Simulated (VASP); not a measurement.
A run of VASP 6.6.1:

Contents of INCAR:

```
PREC = Accurate
ENCUT = 600
EDIFF = 1E-6
ISMEAR = -1
SIGMA = 0.1
LREAL = False
LASPH = True
NELM = 200
ALGO = Normal
ISIF = 2
LWAVE = False
LCHARG = False
ISPIN = 2
MAGMOM = 3.7 -3.7 0 0
LORBIT = 11
LMAXMIX = 4
LDAU = True
LDAUTYPE = 2
LDAUL = 2 -1
LDAUU = 4.6 0
LDAUJ = 0 0
LDAUPRINT = 1
GGA = PE
NBANDS = 26
GGA_COMPAT = False
```

KPOINTS

```
Automatic mesh
0
Gamma
  1 1 1
```

The input POSCAR:

```
FeO
1.0
    4.3300000000      2.1650000000      2.1650000000
    2.1650000000      4.3300000000      2.1650000000
    2.1650000000      2.1650000000      4.3300000000
Fe O
2 2
Direct
    0.0000000000      0.0000000000      0.0000000000
    0.5000000000      0.5000000000      0.5000000000
    0.2575000000      0.2465000000      0.2545000000
    0.7500000000      0.7500000000      0.7500000000
```

Potentials or basis: VASP PAW PBE potentials, release 64 (Fe, O).

Command:

```sh
$ cat potpaw_PBE.64/Fe/POTCAR potpaw_PBE.64/O/POTCAR > POTCAR
$ mpirun -np 1 vasp_gam > vasp.out
```

Hardware: 1 thread of Intel(R) Xeon(R) 6975P-C (Granite Rapids) (shared host).

Task: How long does it take, and how much memory?

Result: It took 81 s on 1 thread of Intel(R) Xeon(R) 6975P-C (Granite Rapids), on a shared host, peak memory 0.31 GiB. Counts: scf iterations 41, k points 1.
